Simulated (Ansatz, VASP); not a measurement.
## Two plane-wave programs on Ag

```
Ag
1.0
     2.87655    0.00000    0.00000
    -1.43827    2.49116    0.00000
     0.00000    0.00000    9.96655
Ag
4
Direct
  0.33333 0.66667 0.25000
  0.66667 0.33333 0.75000
  0.00000 0.00000 0.00000
  0.00000 0.00000 0.50000
```

Change from the starting cell: volume scaled by 0.99, PAW files.

Alike in both runs: task electric field gradients; functional LDA; k mesh 14 × 14 × 4; occupations fermi-dirac, width 0.08 eV; no spin polarisation.

|  | VASP | Ansatz |
| --- | --- | --- |
| version | VASP 6.6.1 | Ansatz 0.2.0 |
| potentials or method | VASP PAW LDA potentials, release 64 (Ag) | PAW with Ansatz's default frozen-core files, scalar-relativistic |
| plane-wave cutoff (eV) | 520 | 420 |
| valence electrons in the cell | 44 | 76 |

Ansatz gave:

```
pressure (GPa)                                                : -10.5
traceless stress, the component that is largest in VASP (GPa) : -2.62
size of Vzz on the site where it differs most (V/Å²)          : 4.3
```

**Question.** Which values does VASP return?

**Answer.** Pressure (GPa): -10.4; traceless stress, the component that is largest in VASP (GPa): -2.65; size of Vzz on the site where it differs most (V/Å²): 10.4.

LDA's correlation is that of Perdew and Zunger in VASP and of Perdew and Wang (1992) in Ansatz. VASP's potentials hold 44 valence electrons a cell and Ansatz's 76, so a difference there can come from the potentials and not from the codes.
